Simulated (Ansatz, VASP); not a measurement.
# Two plane-wave programs on ZnO

```
Zn O
1.0
     3.23520    0.00000    0.00000
    -1.61760    2.80176    0.00000
     0.00000    0.00000    5.21143
Zn O
2 2
Direct
  0.33333 0.66667 0.49969
  0.66667 0.33333 0.99969
  0.66667 0.33333 0.37932
  0.33333 0.66667 0.87932
```

Change from the starting cell: unstrained.

Alike in both runs: task single point; functional r2SCAN; k mesh 8 × 8 × 4; no spin polarisation.

```csv
,VASP,Ansatz
version,VASP 6.6.1,Ansatz 0.2.0
potentials or method,"VASP PAW PBE potentials, release 64 (Zn, O_h)","PAW with Ansatz's default frozen-core files, scalar-relativistic"
plane-wave cutoff (eV),1480,500
occupations,"gaussian, width 0.01 eV",fixed
valence electrons in the cell,36,36
```

```tsv
	VASP	Ansatz	Ansatz less VASP
gap on the k mesh at the Fermi level (eV)	1.24	1.24	+0.001
pressure (GPa)	1.0	0.0	-1.03
```

VASP's potentials were made for PBE, not for r2SCAN.
